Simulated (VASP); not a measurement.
# As (Fm-3m) in VASP: further runs

The runs below take As through single point, relaxation of cell and atoms, with LDA.

Program: VASP 6.6.1. These are calculated values, not measurements. Logs are shortened: lines on timing, memory, paths and dates and some standing lists are left out, and cuts for length are marked.

## Step 1: The cell of the first run

The structure is cubic, space group Fm-3m (No. 225). The conventional cell has a = 4.188 Å, b = 4.188 Å, c = 4.188 Å, α = 90.00°, β = 90.00°, γ = 90.00°. Within 3.9 Å of As (site symmetry m-3m) lie 12 As at 2.96 Å.

This isn't the form of As at room conditions, which is rhombohedral.

## Step 2: Single point, LDA

The input, INCAR:

```
PREC     = Accurate       # precision mode
ENCUT    = 500            # plane-wave cutoff, eV
EDIFF    = 1E-6           # SCF threshold, eV
ISMEAR   = 1              # smearing method
SIGMA    = 0.1            # smearing width, eV
LREAL    = F              # projectors in reciprocal space
LASPH    = T              # aspherical terms in the spheres
NELM     = 120            # most SCF steps
ALGO     = Normal         # electronic algorithm
ISIF     = 2              # what is computed and relaxed
LWAVE    = F              # write WAVECAR
LCHARG   = T              # write CHGCAR
LELF     = T              # ELF
LVHAR    = T            
NBANDS   = 8              # bands
GGA_COMPAT= F
```

The input, KPOINTS:

```
regular mesh
0
Gamma
  8 8 8
```

The input, POSCAR:

```
As
1.0
    0.0000000000      2.0940223424      2.0940223424
    2.0940223424      0.0000000000      2.0940223424
    2.0940223424      2.0940223424      0.0000000000
As
1
Direct
    0.0000000000      0.0000000000      0.0000000000
```

Potentials or basis: VASP PAW LDA potentials, release 64 (As).

Run with:

```console
> cat potpaw_LDA.64/As/POTCAR > POTCAR
> mpirun -np 1 vasp_std > vasp.out
```

OUTCAR:

```text
PREC = Accurate
   ENCUT = 500
   EDIFF = 1E-6
   ISMEAR = 1
   LREAL = F
   LASPH = T
   NELM = 120
   ISIF = 2

 ion  position               nearest neighbor table
   1  0.000  0.000  0.000-

  LATTYP: Found a face centered cubic cell.
 ALAT       =     4.1880446848

  Lattice vectors:

 A1 = (   0.0000000000,   2.0940223424,   2.0940223424)
 A2 = (   2.0940223424,   0.0000000000,   2.0940223424)
 A3 = (   2.0940223424,   2.0940223424,   0.0000000000)

Analysis of symmetry for initial positions (statically):
=====================================================================
 Subroutine PRICEL returns:
 Original cell was already a primitive cell.

 Routine SETGRP: Setting up the symmetry group for a
 face centered cubic supercell.

 Subroutine GETGRP returns: Found 48 space group operations
 (whereof 48 operations were pure point group operations)
 out of a pool of 48 trial point group operations.

The static configuration has the point symmetry O_h .

Analysis of symmetry for dynamics (positions and initial velocities):
=====================================================================
 Subroutine PRICEL returns:
 Original cell was already a primitive cell.

 Routine SETGRP: Setting up the symmetry group for a
 face centered cubic supercell.

 Subroutine GETGRP returns: Found 48 space group operations
 (whereof 48 operations were pure point group operations)
 out of a pool of 48 trial point group operations.

The dynamic configuration has the point symmetry O_h .

 Subroutine INISYM returns: Found 48 space group operations
 (whereof 48 operations are pure point group operations),
 and found     1 'primitive' translations

----------------------------------------------------------------------------------------

                                     Primitive cell

  volume of cell :      18.3643

  direct lattice vectors                    reciprocal lattice vectors
     0.000000000  2.094022342  2.094022342    -0.238774912  0.238774912  0.238774912
     2.094022342  0.000000000  2.094022342     0.238774912 -0.238774912  0.238774912
     2.094022342  2.094022342  0.000000000     0.238774912  0.238774912 -0.238774912

  length of vectors
     2.961394797  2.961394797  2.961394797     0.413570279  0.413570279  0.413570279

  position of ions in fractional coordinates (direct lattice)
     0.000000000  0.000000000  0.000000000

  ion indices of the primitive-cell ions
   primitive index   ion index
                 1           1

----------------------------------------------------------------------------------------

 KPOINTS: regular mesh

Automatic generation of k-mesh.
 Grid dimensions read from file:
 generate k-points for:    8    8    8

 Generating k-lattice:

  Cartesian coordinates                     Fractional coordinates (reciprocal lattice)
    -0.029846864  0.029846864  0.029846864     0.125000000  0.000000000  0.000000000
     0.029846864 -0.029846864  0.029846864     0.000000000  0.125000000  0.000000000
     0.029846864  0.029846864 -0.029846864     0.000000000  0.000000000  0.125000000

  Length of vectors
     0.051696285  0.051696285  0.051696285

  Shift w.r.t. Gamma in fractional coordinates (k-lattice)
     0.000000000  0.000000000  0.000000000

 Subroutine IBZKPT returns following result:
 ===========================================

 Found     29 irreducible k-points:

 Following reciprocal coordinates:
            Coordinates               Weight
  0.000000  0.000000  0.000000      1.000000
  0.125000  0.000000  0.000000      8.000000
  0.250000  0.000000  0.000000      8.000000
  0.375000  0.000000  0.000000      8.000000
  0.500000  0.000000  0.000000      4.000000
  0.125000  0.125000  0.000000      6.000000
[... 16 lines left out ...]
  0.500000  0.250000  0.125000     48.000000
 -0.375000  0.250000  0.125000     24.000000
 [... further k-points ...]
   k-points           NKPTS =     29   k-points in BZ     NKDIM =     29   number of bands    NBANDS=      8
   number of dos      NEDOS =    301   number of ions     NIONS =      1
   total plane-waves  NPLWV =  13824
   dimension x,y,z NGX =    24 NGY =   24 NGZ =   24
   dimension x,y,z NGXF=    48 NGYF=   48 NGZF=   48
   ions per type =               1
   NGX,Y,Z   is equivalent  to a cutoff of  13.47, 13.47, 13.47 a.u.
   NGXF,Y,Z  is equivalent  to a cutoff of  26.95, 26.95, 26.95 a.u.
 SYSTEM =  unknown system
   PREC   = accura    normal or accurate (medium, high low for compatibility)
   ISTART =      0    job   : 0-new  1-cont  2-samecut
   ICHARG =      2    charge: 1-file 2-atom 10-const
   ISPIN  =      1    spin polarized calculation?
   LNONCOLLINEAR =      F non collinear calculations
   LSORBIT =      F    spin-orbit coupling
   LASPH  =      T    aspherical Exc in radial PAW
   ENCUT  =  500.0 eV  36.75 Ry    6.06 a.u.   5.40  5.40  5.40*2*pi/ulx,y,z
   NELM   =    120;   NELMIN=  2; NELMDL= -5     # of ELM steps
   EDIFF  = 0.1E-05   stopping-criterion for ELM
   LREAL  =      F    real-space projection
   EDIFFG = 0.1E-04   stopping-criterion for IOM
   NSW    =      0    number of steps for IOM
   IBRION =     -1    ionic relax: 0-MD 1-quasi-New 2-CG
   NFREE  =      0    steps in history (QN), initial steepest desc. (CG)
   ISIF   =      2    stress and relaxation
   ISYM   =      2    0-nonsym 1-usesym 2-fastsym
   POTIM  = 0.5000    time-step for ionic-motion
   TEBEG  =    0.0;   TEEND  =   0.0 temperature during run
   PSTRESS=    0.0 pullay stress
   NELECT =       5.0000    total number of electrons
   NUPDOWN=      -1.0000    fix difference up-down
   EMIN   =  10.00;   EMAX   =-10.00  energy-range for DOS
   EFERMI =   0.00;   METHOD = LEGACY
   ISMEAR =     1;   SIGMA  =   0.10  broadening in eV -4-tet -1-fermi 0-gaus
   EFERMI_NEDOS =   21; number of points for ismear=-14 and -15
   IALGO  =     38    algorithm
   IMIX   =      4    mixing-type and parameters
     AMIX     =   0.40;   BMIX     =  1.00
     AMIX_MAG =   1.60;   BMIX_MAG =  1.00
  volume/ion in A,a.u.               =      18.36       123.93
  Fermi-wavevector in a.u.,A,eV,Ry     =   1.061061  2.005114 15.318114  1.125850
  Thomas-Fermi vector in A             =   2.196463
   LORBIT       =      0    0 simple, 1 ext, 2 COOP (PROOUT), +10 PAW based schemes
   GGA     = CA    functional components
   LHFCALC =     F    Hartree Fock is set to
   AEXX    =    0.0000 exact exchange contribution
   IVDW    =     0    specifies the selected vdW correction
   LEPSILON=     F    determine dielectric tensor
   LRPA    =     F    only Hartree local field effects (RPA)
 non-spin polarized calculation
 Methfessel and Paxton  Order N= 1 SIGMA  =   0.10
  energy-cutoff  :      500.00
  volume of cell :       18.36
 maximum number of plane-waves:       489
 NGX is ok and might be reduce to    24
   NGX = 11   NGY = 11   NGZ = 11

 number of electron       4.9999999 magnetization

 Free energy of the ion-electron system (eV)
  ---------------------------------------------------
  ext. energy  EPLUGINS =         0.00000000
  ---------------------------------------------------
  free energy    TOTEN  =        -4.88021143 eV

  energy without entropy =       -4.87903326  energy(sigma->0) =       -4.87981871

 E-fermi :   6.8510     XC(G=0): -11.0437

 val. band max:        6.6827419854   @ k =   0.5000   0.2500   0.1250
 cond. band min:       6.8820032963   @ k =  -0.3750   0.3750   0.1250
 fundamental gap:      0.1992613109
 Fermi energy:         6.8509654330

 k-point     1 :       0.0000    0.0000    0.0000
  band No.  band energies     occupation
      1      -8.4773      2.00000
      2      12.9637      0.00000
      3      12.9637      0.00000
      4      12.9637      0.00000
      5      19.5579      0.00000
      6      19.5579      0.00000
      7      19.5579      0.00000
      8      21.6426      0.00000

 k-point     2 :       0.1250    0.0000    0.0000
  band No.  band energies     occupation
      1      -8.0995      2.00000
      2      10.3362      0.00000
      3      12.5687      0.00000
      4      12.5687      0.00000
      5      18.4855      0.00000
      6      20.2642      0.00000
      7      20.2642      0.00000
      8      22.9546      0.00000

 k-point     3 :       0.2500    0.0000    0.0000
  band No.  band energies     occupation
      1      -6.9837      2.00000
      2       6.0122      2.00000
      3      11.8639      0.00000
      4      11.8639      0.00000
      5      17.5506      0.00000
      6      20.1364      0.00000
      7      20.1364      0.00000
      8      22.9975      0.00000

 k-point     4 :       0.3750    0.0000    0.0000
  band No.  band energies     occupation
      1      -5.2445      2.00000
      2       2.1205      2.00000
      3      11.3523      0.00000
      4      11.3523      0.00000
      5      17.1300      0.00000
      6      18.9300      0.00000
      7      18.9300      0.00000
      8      21.4044      0.00000

 k-point     5 :       0.5000    0.0000    0.0000
  band No.  band energies     occupation
      1      -3.8609      2.00000
      2      -0.0027      2.00000
      3      11.1764      0.00000
      4      11.1764      0.00000
      5      17.0406      0.00000
      6      18.4532      0.00000
      7      18.4532      0.00000
      8      20.7834      0.00000
[... 177 lines left out ...]
 k-point    22 :       0.3750    0.2500    0.1250
  band No.  band energies     occupation
      1      -6.0028      2.00000
      2       6.0852      2.00000
      3       7.6212     -0.00000
      4      10.5793      0.00000
      5      17.3420      0.00000
      6      17.3897      0.00000
      7      21.3742      0.00000
      8      24.4288      0.00000

 k-point    23 :       0.5000    0.2500    0.1250
  band No.  band energies     occupation
      1      -4.3086      2.00000
      2       2.9675      2.00000
      3       6.6827      2.03866
      4       9.3292      0.00000
      5      16.7530      0.00000
      6      19.0348      0.00000
      7      21.2667      0.00000
      8      24.6214      0.00000

 k-point    24 :      -0.3750    0.2500    0.1250
  band No.  band energies     occupation
      1      -3.0018      2.00000
      2       1.0099      2.00000
      3       6.6042      2.00267
      4       8.7291     -0.00000
      5      16.6373      0.00000
      6      18.7645      0.00000
      7      23.4382      0.00000
      8      24.7294      0.00000

 [... further k-points ...]

------------------------ aborting loop because EDIFF is reached ----------------------------------------

  FORCE on cell =-STRESS in cart. coord.  units (eV):
  Direction    XX          YY          ZZ          XY          YZ          ZX
  --------------------------------------------------------------------------------------
  -------------------------------------------------------------------------------------
  Total        0.0208627      0.0208627      0.0208627      0.0000000      0.0000000     -0.0000000
  in kB        1.8201490      1.8201490      1.8201490      0.0000000      0.0000000     -0.0000000
  external PRESSURE =       1.8201490 kB  Pullay stress =       0.0000000 kB

 VOLUME and BASIS-vectors are now :
 -----------------------------------------------------------------------------
  energy-cutoff  :      500.00
  volume of cell :       18.36
      direct lattice vectors                 reciprocal lattice vectors
     0.000000000  2.094022342  2.094022342    -0.238774912  0.238774912  0.238774912
     2.094022342  0.000000000  2.094022342     0.238774912 -0.238774912  0.238774912
     2.094022342  2.094022342  0.000000000     0.238774912  0.238774912 -0.238774912

 POSITION                                       TOTAL-FORCE (eV/Angst)
 -----------------------------------------------------------------------------------
      0.00000      0.00000      0.00000         0.000000      0.000000      0.000000
 -----------------------------------------------------------------------------------
    total drift:                               -0.000000      0.000000     -0.000000

  FREE ENERGIE OF THE ION-ELECTRON SYSTEM (eV)
  ---------------------------------------------------
  free  energy   TOTEN  =        -4.8802114335 eV

  energy  without entropy=       -4.8790332564  energy(sigma->0) =       -4.87981871
```

Run time: 3.2 s. Hardware: 1 thread of AMD EPYC 7R13 (Zen 3), shared host; peak memory 0.09 GiB.

Results:

```yaml
Free_energy: -4.8802 eV
Pressure: 0.2 GPa
Band_gap_on_the_k_mesh: zero (an odd number of electrons rules out a gap without spin polarisation)
```

Levels at points of the mesh, in eV from the Fermi level:
| k point | band 1 | band 2 | band 3 | band 4 | band 5 | band 6 | band 7 |
| --- | --- | --- | --- | --- | --- | --- | --- |
| (0.00, 0.00, 0.00) | -15.33 | 6.11 | 6.11 | 6.11 | 12.71 | 12.71 | 12.71 |
| (0.50, 0.00, 0.00) | -10.71 | -6.85 | 4.33 | 4.33 | 10.19 | 11.60 | 11.60 |
| (0.50, 0.50, 0.00) | -8.75 | -5.72 | 0.68 | 0.68 | 5.23 | 5.83 | 24.70 |

## Step 3: Relaxation of cell and atoms, LDA

This run uses another cell than the first one, of 21.59 Å³/atom.

The input, INCAR:

```
SYSTEM = As
PREC     = Accurate       ! precision mode
ENCUT    = 500            ! plane-wave cutoff, eV
EDIFF    = 1E-7           ! SCF threshold, eV
ISMEAR   = 1              ! smearing method
SIGMA    = 0.1            ! smearing width, eV
LREAL    = .False.        ! projectors in reciprocal space
LASPH    = .True.         ! aspherical terms in the spheres
NELM     = 120            ! most SCF steps
ALGO     = Normal         ! electronic algorithm
ISIF     = 3              ! what is computed and relaxed
LWAVE    = .False.        ! write WAVECAR
LCHARG   = .False.        ! write CHGCAR
IBRION   = 2              ! ionic algorithm
NSW      = 80             ! ionic steps
EDIFFG   = -0.01          ! ionic threshold
GGA_COMPAT= .False.      
NELMIN   = 4
```

The input, KPOINTS:

```
regular mesh
0
Gamma
  8 8 8
  0 0 0
```

The input, POSCAR:

```
As
1.0
    0.0000000000      2.2100000000      2.2100000000
    2.2100000000      0.0000000000      2.2100000000
    2.2100000000      2.2100000000      0.0000000000
As
1
Direct
    0.0000000000      0.0000000000      0.0000000000
```

Potentials or basis: VASP PAW LDA potentials, release 64 (As).

Run with:

```console
> cat potpaw_LDA.64/As/POTCAR > POTCAR
> mpirun -np 1 vasp_std > vasp.out
```

It took 5 s on 1 thread of AMD EPYC 7R13 (Zen 3), shared host; peak memory 0.1 GiB.

Results (log left out):

```
Free energy                           : -4.8803 eV
Relaxed volume                        : 18.41 Å³/atom
Relaxed cell                          : a = 2.964 Å, b = 2.964 Å, c = 2.964 Å, α = 60.00°, β = 60.00°, γ = 60.00°
Space group after relaxing (to 0.1 Å) : Fm-3m (No. 225)
Energy gained by relaxing             : 131.7 meV/atom
Ionic steps                           : 3
Pressure after relaxing               : 0.0 GPa
Band gap on the k mesh                : zero (an odd number of electrons rules out a gap without spin polarisation)
```

The path:
```csv
step,energy change (eV),largest force (eV/Å),pressure (GPa),volume (Å³)
1,0.0000,0.0000,-11.46,21.59
2,-0.0993,0.0000,8.53,17.11
3,-0.1317,0.0000,-0.04,18.41
```

Final structure:
```
As
1.0
     0.00000    2.09558    2.09558
     2.09558    0.00000    2.09558
     2.09558    2.09558    0.00000
As
1
Cartesian
  0.0000 0.0000 0.0000
```

Levels at points of the mesh, in eV from the Fermi level:
```tsv
k point	band 1	band 2	band 3	band 4	band 5	band 6
(0.00, 0.00, 0.00)	-15.31	6.09	6.09	6.09	12.69	12.69
(0.50, 0.00, 0.00)	-10.71	-6.84	4.31	4.31	10.17	11.59
(0.50, 0.50, 0.00)	-8.75	-5.71	0.67	0.67	5.22	5.83
```
